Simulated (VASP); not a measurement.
# Os (I4/mmm) in VASP: further runs

Runs on Os. Level: PBEsol. Tasks: single point.

Program: VASP 6.6.1. These are calculated values, not measurements. Logs are shortened: lines on timing, memory, paths and dates and some standing lists are left out, and cuts for length are marked.

### 1 The cell of the first run

The structure is tetragonal, space group I4/mmm (No. 139). The conventional cell has a = 2.788 Å, b = 2.788 Å, c = 3.786 Å, α = 90.00°, β = 90.00°, γ = 90.00°. Within 3.6 Å of Os (site symmetry 4/mmm) lie 12 Os at 2.73 to 2.79 Å.

### 2 Single point, PBEsol

File INCAR:

```
PREC     = Accurate       # precision mode
ENCUT    = 520            # plane-wave cutoff, eV
EDIFF    = 1E-7           # SCF threshold, eV
ISMEAR   = 0              # smearing method
SIGMA    = 0.15           # smearing width, eV
LREAL    = False          # projectors in reciprocal space
LASPH    = True           # aspherical terms in the spheres
NELM     = 100            # most SCF steps
ALGO     = Fast           # electronic algorithm
ISIF     = 2              # what is computed and relaxed
LWAVE    = False          # write WAVECAR
LCHARG   = False          # write CHGCAR
GGA      = PS             # functional
NBANDS   = 10             # bands
```

File KPOINTS:

```
Automatic mesh
0
Gamma
  24 24 24
```

File POSCAR:

```
Os
1.0
    0.0000000000      1.9716471469      1.8927812610
    1.9716471469      0.0000000000      1.8927812610
    1.9716471469      1.9716471469      0.0000000000
Os
1
Direct
    0.0000000000      0.0000000000      0.0000000000
```

Potentials or basis: VASP PAW PBE potentials, release 64 (Os).

Run with:

```bash
$ cat potpaw_PBE.64/Os/POTCAR > POTCAR
$ mpirun -np 1 vasp_std > vasp.out
```

OUTCAR:

```text
PREC = Accurate
   ENCUT = 520
   EDIFF = 1E-7
   ISMEAR = 0
   LREAL = False
   LASPH = True
   NELM = 100
   ISIF = 2
   GGA = PS

 ion  position               nearest neighbor table
   1  0.000  0.000  0.000-

  LATTYP: Found a body centered tetragonal cell.
 ALAT       =     2.7883301354
 C/A-ratio  =     1.3576450199

  Lattice vectors:

 A1 = (   0.0000000000,  -1.9716471469,  -1.8927812610)
 A2 = (   0.0000000000,   1.9716471469,  -1.8927812610)
 A3 = (   1.9716471469,   0.0000000000,   1.8927812610)

Analysis of symmetry for initial positions (statically):
=====================================================================
 Subroutine PRICEL returns:
 Original cell was already a primitive cell.

 Routine SETGRP: Setting up the symmetry group for a
 body centered tetragonal supercell.

 Subroutine GETGRP returns: Found 16 space group operations
 (whereof 16 operations were pure point group operations)
 out of a pool of 16 trial point group operations.

The static configuration has the point symmetry D_4h.

Analysis of symmetry for dynamics (positions and initial velocities):
=====================================================================
 Subroutine PRICEL returns:
 Original cell was already a primitive cell.

 Routine SETGRP: Setting up the symmetry group for a
 body centered tetragonal supercell.

 Subroutine GETGRP returns: Found 16 space group operations
 (whereof 16 operations were pure point group operations)
 out of a pool of 16 trial point group operations.

The dynamic configuration has the point symmetry D_4h.

 Subroutine INISYM returns: Found 16 space group operations
 (whereof 16 operations are pure point group operations),
 and found     1 'primitive' translations

----------------------------------------------------------------------------------------

                                     Primitive cell

  volume of cell :      14.7160

  direct lattice vectors                    reciprocal lattice vectors
     0.000000000  1.971647147  1.892781261    -0.253595072  0.253595072  0.264161533
     1.971647147  0.000000000  1.892781261     0.253595072 -0.253595072  0.264161533
     1.971647147  1.971647147  0.000000000     0.253595072  0.253595072 -0.264161533

  length of vectors
     2.733132520  2.733132520  2.788330135     0.445423660  0.445423660  0.445423660

  position of ions in fractional coordinates (direct lattice)
     0.000000000  0.000000000  0.000000000

  ion indices of the primitive-cell ions
   primitive index   ion index
                 1           1

----------------------------------------------------------------------------------------

 KPOINTS: Automatic mesh

Automatic generation of k-mesh.
 Grid dimensions read from file:
 generate k-points for:   24   24   24

 Generating k-lattice:

  Cartesian coordinates                     Fractional coordinates (reciprocal lattice)
    -0.010566461  0.010566461  0.011006731     0.041666667  0.000000000  0.000000000
     0.010566461 -0.010566461  0.011006731     0.000000000  0.041666667  0.000000000
     0.010566461  0.010566461 -0.011006731     0.000000000  0.000000000  0.041666667

  Length of vectors
     0.018559319  0.018559319  0.018559319

  Shift w.r.t. Gamma in fractional coordinates (k-lattice)
     0.000000000  0.000000000  0.000000000

 Subroutine IBZKPT returns following result:
 ===========================================

 Found   1063 irreducible k-points:

 Following reciprocal coordinates:
            Coordinates               Weight
  0.000000  0.000000  0.000000      1.000000
  0.041667  0.000000  0.000000      8.000000
  0.083333 -0.000000  0.000000      8.000000
  0.125000  0.000000  0.000000      8.000000
  0.166667  0.000000  0.000000      8.000000
  0.208333 -0.000000  0.000000      8.000000
[... 16 lines left out ...]
  0.416667  0.041667  0.000000      8.000000
  0.458333  0.041667  0.000000      8.000000
 [... further k-points ...]
   k-points           NKPTS =   1063   k-points in BZ     NKDIM =   1063   number of bands    NBANDS=     10
   number of dos      NEDOS =    301   number of ions     NIONS =      1
   total plane-waves  NPLWV =   9600
   dimension x,y,z NGX =    20 NGY =   20 NGZ =   24
   dimension x,y,z NGXF=    40 NGYF=   40 NGZF=   48
   ions per type =               1
   NGX,Y,Z   is equivalent  to a cutoff of  12.17, 12.17, 14.31 a.u.
   NGXF,Y,Z  is equivalent  to a cutoff of  24.33, 24.33, 28.62 a.u.
 SYSTEM =  unknown system
   PREC   = accura    normal or accurate (medium, high low for compatibility)
   ISTART =      0    job   : 0-new  1-cont  2-samecut
   ICHARG =      2    charge: 1-file 2-atom 10-const
   ISPIN  =      1    spin polarized calculation?
   LNONCOLLINEAR =      F non collinear calculations
   LSORBIT =      F    spin-orbit coupling
   LASPH  =      T    aspherical Exc in radial PAW
   ENCUT  =  520.0 eV  38.22 Ry    6.18 a.u.   5.08  5.08  5.18*2*pi/ulx,y,z
   NELM   =    100;   NELMIN=  2; NELMDL= -5     # of ELM steps
   EDIFF  = 0.1E-06   stopping-criterion for ELM
   LREAL  =      F    real-space projection
   EDIFFG = 0.1E-05   stopping-criterion for IOM
   NSW    =      0    number of steps for IOM
   IBRION =     -1    ionic relax: 0-MD 1-quasi-New 2-CG
   NFREE  =      0    steps in history (QN), initial steepest desc. (CG)
   ISIF   =      2    stress and relaxation
   ISYM   =      2    0-nonsym 1-usesym 2-fastsym
   POTIM  = 0.5000    time-step for ionic-motion
   TEBEG  =    0.0;   TEEND  =   0.0 temperature during run
   PSTRESS=    0.0 pullay stress
   NELECT =       8.0000    total number of electrons
   NUPDOWN=      -1.0000    fix difference up-down
   EMIN   =  10.00;   EMAX   =-10.00  energy-range for DOS
   EFERMI =   0.00;   METHOD = LEGACY
   ISMEAR =     0;   SIGMA  =   0.15  broadening in eV -4-tet -1-fermi 0-gaus
   EFERMI_NEDOS =   21; number of points for ismear=-14 and -15
   IALGO  =     68    algorithm
   IMIX   =      4    mixing-type and parameters
     AMIX     =   0.40;   BMIX     =  1.00
     AMIX_MAG =   1.60;   BMIX_MAG =  1.00
  volume/ion in A,a.u.               =      14.72        99.31
  Fermi-wavevector in a.u.,A,eV,Ry     =   1.336109  2.524880 24.288947  1.785187
  Thomas-Fermi vector in A             =   2.464761
   LORBIT       =      0    0 simple, 1 ext, 2 COOP (PROOUT), +10 PAW based schemes
   GGA     = PS    functional components
   LHFCALC =     F    Hartree Fock is set to
   AEXX    =    0.0000 exact exchange contribution
   IVDW    =     0    specifies the selected vdW correction
   LEPSILON=     F    determine dielectric tensor
   LRPA    =     F    only Hartree local field effects (RPA)
 non-spin polarized calculation
 RMM-DIIS sequential band-by-band and
 Gauss-broadening in eV      SIGMA  =   0.15
  energy-cutoff  :      520.00
  volume of cell :       14.72
 maximum number of plane-waves:       419
   NGX = 11   NGY = 11   NGZ = 11

 number of electron       8.0000001 magnetization

 Free energy of the ion-electron system (eV)
  ---------------------------------------------------
  ext. energy  EPLUGINS =         0.00000000
  ---------------------------------------------------
  free energy    TOTEN  =       -12.03913634 eV

  energy without entropy =      -12.02901848  energy(sigma->0) =      -12.03407741

 E-fermi :   8.4419     XC(G=0): -13.8642

 val. band max:        8.4405342673   @ k =   0.1667   0.1250   0.0417
 cond. band min:       8.4420510701   @ k =  -0.3333   0.4167   0.0833
 fundamental gap:      0.0015168028
 Fermi energy:         8.4419167309

 k-point     1 :       0.0000    0.0000    0.0000
  band No.  band energies     occupation
      1      -1.9827      2.00000
      2       5.4744      2.00000
      3       5.4744      2.00000
      4       6.0109      2.00000
      5       8.1164      1.99785
      6       8.8070      0.00058
      7      22.7635      0.00000
      8      27.8010      0.00000
      9      27.8010      0.00000
     10      29.1508      0.00000

 k-point     2 :       0.0417    0.0000    0.0000
  band No.  band energies     occupation
      1      -1.9052      2.00000
      2       5.4578      2.00000
      3       5.5096      2.00000
      4       6.0155      2.00000
      5       8.0967      1.99887
      6       8.7763      0.00162
      7      22.9069      0.00000
      8      27.5564      0.00000
      9      27.9337      0.00000
     10      29.0652      0.00000

 k-point     3 :       0.0833   -0.0000    0.0000
  band No.  band energies     occupation
      1      -1.6768      2.00000
      2       5.3868      2.00000
      3       5.6064      2.00000
      4       6.0557      2.00000
      5       8.0495      1.99978
      6       8.6945      0.01725
      7      23.3173      0.00000
      8      26.7642      0.00000
      9      28.3255      0.00000
     10      29.2683      0.00000

 k-point     4 :       0.1250    0.0000    0.0000
  band No.  band energies     occupation
      1      -1.3117      2.00000
      2       5.2494      2.00000
      3       5.7361      2.00000
      4       6.1547      2.00000
      5       8.0126      1.99995
      6       8.5932      0.15373
      7      23.9227      0.00000
      8      25.7381      0.00000
      9      28.9585      0.00000
     10      29.8511      0.00000
[... 222 lines left out ...]
 k-point    22 :       0.3750    0.0417    0.0000
  band No.  band energies     occupation
      1       1.1488      2.00000
      2       5.5377      2.00000
      3       5.9850      2.00000
      4       6.0931      2.00000
      5       9.6474      0.00000
      6      10.1283      0.00000
      7      19.5059      0.00000
      8      23.6750      0.00000
      9      29.5150      0.00000
     10      31.0283      0.00000

 k-point    23 :       0.4167    0.0417    0.0000
  band No.  band energies     occupation
      1       1.2152      2.00000
      2       5.4149      2.00000
      3       5.8555      2.00000
      4       6.8458      2.00000
      5      10.1443      0.00000
      6      10.5405      0.00000
      7      18.3303      0.00000
      8      22.9979      0.00000
      9      28.6241      0.00000
     10      29.9295      0.00000

 k-point    24 :       0.4583    0.0417    0.0000
  band No.  band energies     occupation
      1       1.2288      2.00000
      2       5.3261      2.00000
      3       5.7624      2.00000
      4       7.5330      2.00000
      5      10.5630      0.00000
      6      10.8106      0.00000
      7      17.3363      0.00000
      8      22.5751      0.00000
      9      28.0581      0.00000
     10      29.1028      0.00000

 [... further k-points ...]

------------------------ aborting loop because EDIFF is reached ----------------------------------------

  FORCE on cell =-STRESS in cart. coord.  units (eV):
  Direction    XX          YY          ZZ          XY          YZ          ZX
  --------------------------------------------------------------------------------------
  -------------------------------------------------------------------------------------
  Total       -2.2031240     -2.2031240     -1.0629281      0.0000000      0.0000000      0.0000000
  in kB     -239.8615878   -239.8615878   -115.7245901      0.0000000      0.0000000      0.0000000
  external PRESSURE =    -198.4825886 kB  Pullay stress =       0.0000000 kB

 VOLUME and BASIS-vectors are now :
 -----------------------------------------------------------------------------
  energy-cutoff  :      520.00
  volume of cell :       14.72
      direct lattice vectors                 reciprocal lattice vectors
     0.000000000  1.971647147  1.892781261    -0.253595072  0.253595072  0.264161533
     1.971647147  0.000000000  1.892781261     0.253595072 -0.253595072  0.264161533
     1.971647147  1.971647147  0.000000000     0.253595072  0.253595072 -0.264161533

 POSITION                                       TOTAL-FORCE (eV/Angst)
 -----------------------------------------------------------------------------------
      0.00000      0.00000      0.00000         0.000000      0.000000      0.000000
 -----------------------------------------------------------------------------------
    total drift:                                0.000000     -0.000000     -0.000000

  FREE ENERGIE OF THE ION-ELECTRON SYSTEM (eV)
  ---------------------------------------------------
  free  energy   TOTEN  =       -12.0391363402 eV

  energy  without entropy=      -12.0290184825  energy(sigma->0) =      -12.03407741
```

It took 3.7 min on 1 thread of Intel Xeon 8259CL, shared host; peak memory 0.28 GiB.

What came out:

```
Free energy            : -12.0391 eV
Pressure               : -19.8 GPa
Band gap on the k mesh : zero (bands 4 and 5 overlap by 4.28 eV)
```

Stress tensor (GPa, compression positive):
```
-23.99   0.00   0.00
  0.00 -23.99   0.00
  0.00   0.00 -11.57
```

Levels at points of the mesh, in eV from the Fermi level:
| k point | band 2 | band 3 | band 4 | band 5 | band 6 | band 7 |
| --- | --- | --- | --- | --- | --- | --- |
| (0.00, 0.00, 0.00) | -2.97 | -2.97 | -2.43 | -0.33 | 0.37 | 14.32 |
| (0.50, 0.00, 0.00) | -3.23 | -2.64 | -0.23 | 2.09 | 2.44 | 8.37 |
| (0.50, 0.50, 0.00) | -6.47 | 2.21 | 2.80 | 2.92 | 2.92 | 11.45 |
| (0.50, 0.00, 0.50) | -6.39 | 1.94 | 2.21 | 2.62 | 3.14 | 11.10 |

Caveat: the stress differs along the axes, from -24 to -12 GPa; the PAW data sets were made with another functional, which shifts forces and pressure a little; spin-orbit coupling is left out, which moves the levels of the heavy elements.

### 3 Single point, PBEsol

File INCAR:

```
PREC     = Accurate       # precision mode
ENCUT    = 520            # plane-wave cutoff, eV
EDIFF    = 1E-7           # SCF threshold, eV
ISMEAR   = 0              # smearing method
SIGMA    = 0.15           # smearing width, eV
LREAL    = F              # projectors in reciprocal space
LASPH    = T              # aspherical terms in the spheres
NELM     = 60             # most SCF steps
ALGO     = Fast           # electronic algorithm
ISIF     = 2              # what is computed and relaxed
LWAVE    = F              # write WAVECAR
LCHARG   = F              # write CHGCAR
GGA      = PS             # functional
NBANDS   = 10             # bands
```

KPOINTS is that of step 2.

File POSCAR:

```
Os
1.0
    0.0000000000      1.9136235455      2.0093047228
    1.9136235455      0.0000000000      2.0093047228
    1.9136235455      1.9136235455      0.0000000000
Os
1
Direct
    0.0000000000      0.0000000000      0.0000000000
```

Potentials or basis: VASP PAW PBE potentials, release 64 (Os).

Run with:

```bash
$ cat potpaw_PBE.64/Os/POTCAR > POTCAR
$ mpirun -np 1 vasp_std > vasp.out
```

Run time: 3.1 min. Hardware: 1 thread of Intel Xeon 8259CL, shared host; peak memory 0.28 GiB.

It converged, with:

| Property | Result |
| --- | --- |
| Free energy | -12.0325 eV |
| Pressure | -19.7 GPa |
| Band gap on the k mesh | zero (bands 4 and 5 overlap by 4.18 eV) |

Stress tensor (GPa, compression positive):
```
-14.60   0.00   0.00
  0.00 -14.60   0.00
  0.00   0.00 -29.93
```

Levels at points of the mesh, in eV from the Fermi level:
```tsv
k point	band 1	band 2	band 3	band 4	band 5	band 6	band 7	band 8
(0.00, 0.00, 0.00)	-10.43	-3.24	-2.56	-2.56	-0.44	0.46	14.32	18.79
(0.50, 0.00, 0.00)	-7.29	-3.28	-2.60	-0.23	2.08	2.44	8.37	13.75
(0.50, 0.50, 0.00)	-7.16	-6.40	1.56	2.28	2.85	2.85	10.59	12.50
(0.50, 0.00, 0.50)	-7.11	-6.43	2.16	2.55	2.56	3.26	11.37	11.88
```

Caveat: the stress differs along the axes, from -30 to -15 GPa; the PAW data sets were made with another functional, which shifts forces and pressure a little; spin-orbit coupling is left out, which moves the levels of the heavy elements.
